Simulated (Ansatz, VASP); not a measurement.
**HfCrSe4 in VASP and in Ansatz**

The input INCAR:

```
ALGO = Normal
EDIFF = 1E-6
ENCUT = 520
ISIF = 2
ISMEAR = -1
LASPH = T
LCHARG = T
LELF = T
LREAL = F
LVHAR = T
LWAVE = F
NBANDS = 32
NELM = 100
PREC = Accurate
SIGMA = 0.1
```

Contents of KPOINTS:

```
k-points
0
Gamma
  3 5 3
```

File POSCAR:

```
HfCrSe4
1.0
    6.0801940000      0.0000000000      0.0000000000
    0.0000000000      3.6570870000      0.0000000000
    0.0000000000      0.0000000000      6.1798690000
Se Cr Hf
4 1 1
Direct
    0.2500000000      0.0000000000      0.3300000000
    0.7500000000      0.0000000000      0.6700000000
    0.2500000000      0.5000000000      0.8300000000
    0.7500000000      0.5000000000      0.1700000000
    0.0000000000      0.0000000000      0.0000000000
    0.0000000000      0.5000000000      0.5000000000
```

Input for Ansatz:

```yaml
crystal:
  lattice:
    - [6.080194, 0.0, 0.0]
    - [0.0, 3.657087, 0.0]
    - [0.0, 0.0, 6.179869]
  atoms:
    - { symbol: Se, position: [0.25, 0.0, 0.33] }
    - { symbol: Se, position: [0.75, 0.0, 0.67] }
    - { symbol: Cr, position: [0.0, 0.0, 0.0] }
    - { symbol: Se, position: [0.25, 0.5, 0.83] }
    - { symbol: Se, position: [0.75, 0.5, 0.17] }
    - { symbol: Hf, position: [0.0, 0.5, 0.5] }
  symmetry: { tolerance: 0.0003 }
kpoints:
  mp_grid: { grid: [3, 5, 3], shift: [0, 0, 0] }
magnetization:
  spin_polarized: false
scf:
  occupations: { method: fermi_dirac }
hamiltonian:
  pseudopotentials: { kind: paw }
  xc: lda
basis:
  ecutwfc: 420
output:
  forces: true
  stress: true
  eigenvalues: true
```

Alike in both runs: task single point; functional LDA; k mesh 3 × 5 × 3; no spin polarisation.

|  | VASP | Ansatz |
| --- | --- | --- |
| version | VASP 6.6.1 | Ansatz 0.2.0 |
| potentials or method | VASP PAW LDA potentials, release 64 (Se, Cr_pv, Hf_pv), cutoff 520 eV | PAW plane waves |
| occupations | fermi-dirac, width 0.1 eV | fermi-dirac |
| valence electrons in the cell | 46 | 104 |

|  | VASP | Ansatz | Ansatz less VASP |
| --- | --- | --- | --- |
| gap on the k mesh at the Fermi level (eV) | none | none | - |
| pressure (GPa) | -5.2 | -5.4 | -0.11 |
| rms of the force components (eV/Å) | 0.597 | 0.599 | +0.0018 |

LDA's correlation is that of Perdew and Zunger in VASP and of Perdew and Wang (1992) in Ansatz. A gap of «none» marks a metal or a gap that the smearing closes. VASP's potentials hold 46 valence electrons a cell and Ansatz's 104, so a difference there can come from the potentials and not from the codes.

Neither program's run includes spin-orbit coupling.
